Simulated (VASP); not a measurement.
# GaN (F-43m) in VASP: notebook, part 2 of 2

VASP 6.6.1. The steps go on from the part before.

### Step 4. Relaxation of cell and atoms, RPBE

This run uses another cell than the first one, of 11.44 Å³/atom, 1.013 times its volume.

File INCAR:

```
SYSTEM = GaN
ALGO = Normal
EDIFF = 1E-6
EDIFFG = -0.03
ENCUT = 600
GGA = RP
IBRION = 2
ISIF = 3
ISMEAR = 0
LASPH = .TRUE.
LCHARG = .FALSE.
LREAL = .FALSE.
LWAVE = .FALSE.
NELM = 80
NSW = 80
PREC = Accurate
SIGMA = 0.01
```

File KPOINTS:

```
k-points
0
G
  7 7 7
  0 0 0
```

File POSCAR:

```
GaN
1.0
    0.0000000000      2.2535000000      2.2535000000
    2.2535000000      0.0000000000      2.2535000000
    2.2535000000      2.2535000000      0.0000000000
Ga N
1 1
Direct
    0.0000000000      0.0000000000      0.0000000000
    0.7500000000      0.7500000000      0.7500000000
```

Potentials or basis: VASP PAW PBE potentials, release 64 (Ga_d, N).

Command:

```sh
> cat potpaw_PBE.64/Ga_d/POTCAR potpaw_PBE.64/N/POTCAR > POTCAR
> mpirun -np 1 vasp_std > vasp.out
```

OUTCAR:

```text
SYSTEM = GaN
   EDIFF = 1E-6
   EDIFFG = -0.03
   ENCUT = 600
   GGA = RP
   IBRION = 2
   ISIF = 3
   ISMEAR = 0
   LASPH = .TRUE.
   LREAL = .FALSE.
   NELM = 80
   NSW = 80
   PREC = Accurate

 ion  position               nearest neighbor table
   1  0.000  0.000  0.000-   2 1.95   2 1.95   2 1.95   2 1.95
   2  0.750  0.750  0.750-   1 1.95   1 1.95   1 1.95   1 1.95

  LATTYP: Found a face centered cubic cell.
 ALAT       =     4.5070000000

  Lattice vectors:

 A1 = (   0.0000000000,   2.2535000000,   2.2535000000)
 A2 = (   2.2535000000,   0.0000000000,   2.2535000000)
 A3 = (   2.2535000000,   2.2535000000,   0.0000000000)

Analysis of symmetry for initial positions (statically):
=====================================================================
 Subroutine PRICEL returns:
 Original cell was already a primitive cell.

 Routine SETGRP: Setting up the symmetry group for a
 face centered cubic supercell.

 Subroutine GETGRP returns: Found 24 space group operations
 (whereof 24 operations were pure point group operations)
 out of a pool of 48 trial point group operations.

The static configuration has the point symmetry T_d .

Analysis of symmetry for dynamics (positions and initial velocities):
=====================================================================
[... 151 lines left out ...]
  ext. energy  EPLUGINS =         0.00000000
  ---------------------------------------------------
  free energy    TOTEN  =       -11.30319027 eV

  energy without entropy =      -11.30319027  energy(sigma->0) =      -11.30319027

------------------------ aborting loop because EDIFF is reached ----------------------------------------

  FORCE on cell =-STRESS in cart. coord.  units (eV):
  Direction    XX          YY          ZZ          XY          YZ          ZX
  --------------------------------------------------------------------------------------
  -------------------------------------------------------------------------------------
  Total        1.2628566      1.2628566      1.2628566     -0.0000000      0.0000000     -0.0000000
  in kB       88.4019686     88.4019686     88.4019686     -0.0000000      0.0000000     -0.0000000
  external PRESSURE =      88.4019686 kB  Pullay stress =       0.0000000 kB
[... 59 lines left out ...]
--------------------------------------- Ionic step        3  -------------------------------------------

 number of electron      17.9999996 magnetization

 Free energy of the ion-electron system (eV)
  ---------------------------------------------------
  ext. energy  EPLUGINS =         0.00000000
  ---------------------------------------------------
  free energy    TOTEN  =       -11.33397822 eV

  energy without entropy =      -11.33397822  energy(sigma->0) =      -11.33397822

 E-fermi :   4.9674     XC(G=0): -11.2029

 val. band max:        4.8919826144   @ k =   0.0000   0.0000   0.0000
 cond. band min:       6.3477375685   @ k =   0.0000   0.0000   0.0000
 fundamental gap:      1.4557549541
 Fermi energy:         4.9674253257

 k-point     1 :       0.0000    0.0000    0.0000
  band No.  band energies     occupation
      1     -10.6688      2.00000
      2      -8.5273      2.00000
      3      -8.5273      2.00000
      4      -8.5273      2.00000
      5      -8.2556      2.00000
      6      -8.2556      2.00000
      7       4.8920      2.00000
      8       4.8920      2.00000
      9       4.8920      2.00000
     10       6.3477      0.00000
     11      14.9519      0.00000
     12      14.9519      0.00000
     13      14.9519      0.00000
[... 331 lines left out ...]
  FREE ENERGIE OF THE ION-ELECTRON SYSTEM (eV)
  ---------------------------------------------------
  free  energy   TOTEN  =       -11.3339782215 eV

  energy  without entropy=      -11.3339782215  energy(sigma->0) =      -11.33397822

 reached required accuracy - stopping structural energy minimisation
```

CONTCAR:

```text
GaN
   1.00000000000000
     0.0000000000000000    2.2913185770937345    2.2913185770937345
     2.2913185770937345    0.0000000000000000    2.2913185770937345
     2.2913185770937345    2.2913185770937345   -0.0000000000000000
  Ga              N
     1     1
Direct
     0.0000000000000000    0.0000000000000000    0.0000000000000000
     0.7500000000000000    0.7500000000000000    0.7500000000000000

  0.00000000E+00  0.00000000E+00  0.00000000E+00
  0.00000000E+00  0.00000000E+00  0.00000000E+00
```

Wall time 34 s (1 thread of Intel Xeon Platinum 8259CL at 2.50GHz (Skylake/Cascade Lake), shared host); peak memory 0.17 GiB.

What came out:

| Item | Value |
| --- | --- |
| Free energy | -11.3340 eV |
| Relaxed volume | 12.03 Å³/atom |
| Relaxed cell | a = 3.240 Å, b = 3.240 Å, c = 3.240 Å, α = 60.00°, β = 60.00°, γ = 60.00° |
| Space group after relaxing (to 0.05 Å) | F-43m (No. 216) |
| Energy gained by relaxing | 15.4 meV/atom |
| Ionic steps | 3 |
| Pressure after relaxing | -0.1 GPa |
| Band gap on the k mesh | 1.46 eV, direct |

The path:
| step | energy change (eV) | largest force (eV/Å) | pressure (GPa) | volume (Å³) |
| --- | --- | --- | --- | --- |
| 1 | 0.0000 | 0.0000 | 8.84 | 22.89 |
| 2 | -0.0122 | 0.0000 | -5.74 | 25.04 |
| 3 | -0.0308 | 0.0000 | -0.14 | 24.06 |

Final structure:
```xyz
2
Lattice="0.0000 2.2913 2.2913 2.2913 0.0000 2.2913 2.2913 2.2913 0.0000" Properties=species:S:1:pos:R:3 pbc="T T T"
Ga    0.0000    0.0000    0.0000
N     3.4370    3.4370    3.4370
```

Caveat: the PAW data sets were made with another functional, which shifts forces and pressure a little.

### Step 5. Relaxation of cell and atoms, r2SCAN+rVV10

This run uses another cell than the first one, of 11.44 Å³/atom, 1.013 times its volume.

POSCAR is that of step 4.

File INCAR.step1:

```
ALGO = Normal
EDIFF = 1E-4
ENCUT = 600
GGA = PE
ISMEAR = 0
LASPH = T
LCHARG = F
LREAL = F
LWAVE = T
NELM = 100
PREC = Accurate
SIGMA = 0.01
```

File INCAR.step2:

```
ALGO = Normal
BPARAM = 11.95
CPARAM = 0.0093
EDIFF = 1E-7
EDIFFG = -0.03
ENCUT = 600
IBRION = 2
ISIF = 3
ISMEAR = 0
ISTART = 1
IVDW_NL = 2
LASPH = T
LCHARG = F
LMIXTAU = T
LREAL = F
LUSE_VDW = T
LWAVE = F
METAGGA = R2SCAN
NELM = 100
NSW = 80
PREC = Accurate
SIGMA = 0.01
```

File KPOINTS:

```
k-points
0
Gamma
  7 7 7
```

Command:

```sh
> cat potpaw_PBE.64/Ga_d/POTCAR potpaw_PBE.64/N/POTCAR > POTCAR
> cp INCAR.step1 INCAR
> mpirun -np 1 vasp_std > vasp.out
> cp INCAR.step2 INCAR
> mpirun -np 1 vasp_std > vasp.out
```

Wall time 5.4 min (1 thread of Intel Xeon Platinum 8259CL at 2.50GHz (Skylake/Cascade Lake), shared host); peak memory 0.27 GiB.

It converged, with:

- Free energy: -21.4017 eV
- Relaxed volume: 11.36 Å³/atom
- Relaxed cell: a = 3.179 Å, b = 3.179 Å, c = 3.179 Å, α = 60.00°, β = 60.00°, γ = 60.00°
- Space group after relaxing (to 0.05 Å): F-43m (No. 216)
- Energy gained by relaxing: 0.4 meV/atom
- Ionic steps: 3
- Pressure after relaxing: 0.1 GPa
- Band gap on the k mesh: 2.13 eV, direct

The path:
| step | energy change (eV) | largest force (eV/Å) | pressure (GPa) | volume (Å³) |
| --- | --- | --- | --- | --- |
| 1 | 0.0000 | 0.0000 | -1.36 | 22.89 |
| 2 | 0.0000 | 0.0000 | 1.44 | 22.57 |
| 3 | -0.0007 | 0.0000 | 0.05 | 22.72 |

Final structure:
```
CELL_PARAMETERS angstrom
0.00000 2.24813 2.24813
2.24813 0.00000 2.24813
2.24813 2.24813 0.00000
ATOMIC_POSITIONS crystal
Ga 0.00000 0.00000 0.00000
N 0.75000 0.75000 0.75000
```

Levels at points of the mesh, in eV from the valence-band top:
```tsv
k point	band 6	band 7	band 8	band 9	band 10	band 11	band 12	band 13
(0.00, 0.00, 0.00)	-13.46	0.00	0.00	0.00	2.13	11.03	11.03	11.03
```

Caveat: the PAW data sets were made with another functional, which shifts forces and pressure a little. r2SCAN opens gaps a little over a GGA but as a rule still falls short of measured ones.

### Step 6. Summary

```tsv
task	level	cell	cutoff (eV)	gap on the mesh (eV)	pressure (GPa)	relaxed volume (Å³/atom)
single point	r2SCAN+rVV10	a = 3.174 Å, angles 60.0°, 2 atoms	520	2.17	1.2	-
relaxation of cell and atoms	PBEsol	relaxed from a = 3.187 Å, angles 60.0°, 2 atoms	600	1.74	-0.1	11.35
relaxation of cell and atoms	RPBE	relaxed from a = 3.187 Å, angles 60.0°, 2 atoms	600	1.46	-0.1	12.03
relaxation of cell and atoms	r2SCAN+rVV10	relaxed from a = 3.187 Å, angles 60.0°, 2 atoms	600	2.13	0.1	11.36
```

Alike in all rows: potentials or basis VASP PAW PBE potentials, release 64 (Ga_d, N); no spin polarisation; k mesh 7 × 7 × 7; smearing gaussian 0.01 eV.

Caveats: the PAW data sets were made with another functional, which shifts forces and pressure a little.

Total energies depend on the potentials used, so only differences within one code and one set of settings carry meaning.
